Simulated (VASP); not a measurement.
Here is a VASP 6.6.1 calculation.

File INCAR:

```
ALGO = Normal ; EDIFF = 1E-6
ENCUT = 520 ; GGA = PE
ISIF = 2 ; ISMEAR = 0
ISPIN = 2 ; LASPH = True
LCHARG = False ; LMAXMIX = 4
LORBIT = 11 ; LREAL = False
LWAVE = False ; MAGMOM = 3.81 3.81 0 0
NBANDS = 30 ; NELM = 150
PREC = Accurate ; SIGMA = 0.05
```

Contents of KPOINTS:

```
k-points
0
Gamma
  10 10 6
```

POSCAR

```
MnSb
1.0
    4.2266393313      0.0000000000      0.0000000000
   -2.1133196657      3.6603770336      0.0000000000
    0.0000000000      0.0000000000      5.7854922175
Mn Sb
2 2
Direct
    0.0000000000      0.0000000000      0.0000000000
    0.0000000000      0.0000000000      0.5000000000
    0.3333333333      0.6666666667      0.2500000000
    0.6666666667      0.3333333333      0.7500000000
```

Potentials or basis: VASP PAW PBE potentials, release 64 (Mn_pv, Sb).

Launch:

```bash
$ cat potpaw_PBE.64/Mn_pv/POTCAR potpaw_PBE.64/Sb/POTCAR > POTCAR
$ mpirun -np 1 vasp_std > vasp.out
```

**Question.** Predict the net moment.

**Answer.** 6.83 μB per cell.

**Question.** Estimate the pressure.

**Answer.** -5.1 GPa.

Caveat: the cell stands under tension.
